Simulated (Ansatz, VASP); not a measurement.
# Two plane-wave programs on AlN

```
CELL_PARAMETERS angstrom
3.11200 0.00000 0.00000
-1.55600 2.69507 0.00000
0.00000 0.00000 4.98200
ATOMIC_POSITIONS crystal
Al 0.33333 0.66667 0.00000
Al 0.66667 0.33333 0.50000
N 0.33333 0.66667 0.38200
N 0.66667 0.33333 0.88200
```

Alike in both runs: task relaxation of cell and atoms; functional r2SCAN; k mesh 12 × 12 × 6; occupations gaussian, width 0.02 eV; no spin polarisation.

|  | VASP | Ansatz |
| --- | --- | --- |
| version | VASP 6.6.1 | Ansatz 0.2.0 |
| potentials or method | VASP PAW PBE potentials, release 64 (Al, N), cutoff 600 eV | scalar-relativistic, plane waves, PAW |
| valence electrons in the cell | 16 | 16 |

Ansatz gave:

```
gap on the k mesh at the Fermi level, each at its own relaxed structure (eV) : 4.87
relaxed volume (Å³/atom)                                                     : 10.40
relaxed cell length with the largest relative difference (Å)                 : 4.978
```

**Question.** Which values does VASP return?

**Answer.** gap on the k mesh at the Fermi level, each at its own relaxed structure (eV): 4.93; relaxed volume (Å³/atom): 10.39; relaxed cell length with the largest relative difference (Å): 4.976.

VASP's potentials were made for PBE, not for r2SCAN.
